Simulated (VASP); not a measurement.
**Sn: elastic constants with PBE**

The system is Sn.

```xyz
1
Lattice="-1.8947 1.8947 1.8947 1.8947 -1.8947 1.8947 1.8947 1.8947 -1.8947" Properties=species:S:1:pos:R:3 pbc="T T T"
Sn    0.0000    0.0000    0.0000
```

This isn't the form of Sn at room conditions, which is tetragonal (white tin).

| Item | Value |
| --- | --- |
| Program | VASP 6.6.1 |
| Task | elastic constants |
| Functional | PBE |
| Potentials or basis | VASP PAW PBE potentials, release 64 (Sn_d) |
| Cutoff | 600 eV |
| k mesh | 7 × 7 × 7 |
| Occupations | fermi-dirac, width 0.05 eV |
| Spin | no spin polarisation |
| Dipole correction | no |
| Ions in elastic constants | relaxed |
| Further INCAR settings | ALGO = Normal; EDIFF = 1e-08; IBRION = 6; POTIM = 0.015; NSW = 1; ISIF = 3 |

* Elastic constants C11, C12, C44: 93, 34, -1 GPa
* Voigt bulk modulus: 54 GPa

Elastic tensor in Voigt notation (GPa, in the Cartesian axes of the cell as first typed):
```
93 34 34  0  0  0
34 93 34  0  0  0
34 34 93  0  0  0
 0  0  0 -1  0  0
 0  0  0  0 -1  0
 0  0  0  0  0 -1
```

Clamped-ion elastic tensor (GPa):
```
93 34 34  0  0  0
34 93 34  0  0  0
34 34 93  0  0  0
 0  0  0 -1  0  0
 0  0  0  0 -1  0
 0  0  0  0  0 -1
```

Wall time 3.3 min on 1 thread of Intel(R) Xeon(R) Platinum 8259CL CPU @ 2.50GHz (Skylake/Cascade Lake) (shared host), peak memory 0.21 GiB.

Caveat: the cell is under stress, which shifts elastic constants; the elastic tensor has a negative eigenvalue, so either the cell is unstable as it stands or the mesh is too thin.
